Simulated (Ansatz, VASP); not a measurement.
NaSr32: VASP beside Ansatz

```
Sr Na
1.0
    12.16000    0.00000    0.00000
     0.00000   12.16000    0.00000
     0.00000    0.00000   12.16000
Sr Na
32 1
Direct
  0.50004 0.99378 0.00020
  0.75636 0.25002 0.00020
  0.74897 0.00082 0.25094
  0.00032 0.99757 0.99990
  0.24383 0.25002 0.00020
  0.50004 0.50632 0.00020
  0.75273 0.75016 0.99990
  0.25132 0.00139 0.25152
  0.50056 0.25030 0.22233
  0.74926 0.49932 0.25065
  0.50062 0.97073 0.49980
  0.77650 0.25028 0.49983
  0.74878 0.00100 0.74897
  0.00031 0.50264 0.99990
  0.24766 0.75017 0.99990
  0.99938 0.25002 0.24369
  0.25101 0.49877 0.25119
  0.50003 0.74967 0.24370
  0.99939 0.99377 0.49999
  0.21988 0.25035 0.49979
  0.50055 0.52730 0.49982
  0.75636 0.74966 0.49999
  0.25152 0.00159 0.74838
  0.50060 0.25032 0.77886
  0.74908 0.49915 0.74927
  0.00031 0.75017 0.24740
  0.99938 0.50633 0.49999
  0.24383 0.74967 0.49999
  0.99939 0.25002 0.75625
  0.25120 0.49858 0.74871
  0.50004 0.74967 0.75624
  0.00031 0.75017 0.75247
  0.49658 0.24814 0.50114
```

Alike in both runs: functional PBE; k mesh 1 × 1 × 1; occupations fermi-dirac, width 0.05 eV; no spin polarisation.

Ansatz relaxed the structure, and its values are those at the end. VASP's run is a single point on that final structure, the one shown.

|  | VASP | Ansatz |
| --- | --- | --- |
| version | VASP 6.6.1 | Ansatz 0.2.0 |
| potentials or method | VASP PAW PBE potentials, release 64 (Sr_sv, Na_pv), cutoff 520 eV | scalar-relativistic, plane waves, PAW |
| valence electrons in the cell | 327 | 329 |

|  | VASP | Ansatz | Ansatz less VASP |
| --- | --- | --- | --- |
| rms of the force components (eV/Å) | 0.008 | 0.009 | +0.0001 |

VASP's potentials hold 327 valence electrons a cell and Ansatz's 329, so a difference there can come from the potentials and not from the codes.
